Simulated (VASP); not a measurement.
Set up this calculation in VASP 6.6.1, as the native input.

- Task: single point
- Functional: PBEsol
- Potentials or basis: VASP PAW PBE potentials, release 64 (Sn_d)
- Cutoff: 520 eV
- k mesh: 17 × 17 × 17
- Occupations: fermi-dirac, width 0.1 eV
- Spin: no spin polarisation
- Dipole correction: no
- Further INCAR settings: ALGO = Normal; EDIFF = 1e-06; NBANDS = 13

The structure of Sn lies in POSCAR:

```
Sn
1.0
    3.0287997407      0.0000000000      0.0000000000
    0.0000000000      3.0287997407      0.0000000000
    0.0000000000      0.0000000000      3.0287997407
Sn
1
Direct
    0.0000000000      0.0000000000      0.0000000000
```

The input as run:

INCAR

```
PREC = Accurate
ENCUT = 520
EDIFF = 1E-6
ISMEAR = -1
SIGMA = 0.1
LREAL = F
LASPH = T
NELM = 80
ALGO = Normal
ISIF = 2
LWAVE = F
LCHARG = T
GGA = PS
LELF = T
LVHAR = T
NBANDS = 13
```

KPOINTS

```
regular mesh
0
Gamma
  17 17 17
```

Potentials or basis: VASP PAW PBE potentials, release 64 (Sn_d).

The run is started by

```console
$ cat potpaw_PBE.64/Sn_d/POTCAR > POTCAR
$ mpirun -np 1 vasp_std > vasp.out
```

It gave:

```
Pressure               : 0.3 GPa
Band gap on the k mesh : zero (band 7 reaches 12.92 eV, above the bottom of band 8 at 5.34 eV)
```

Caveat: the PAW data sets were made with another functional, which shifts forces and pressure a little; spin-orbit coupling is left out, which moves the levels of the heavy elements.

Run time: 49 s on 1 thread of Intel Xeon 8259CL (shared host), peak memory 0.18 GiB.
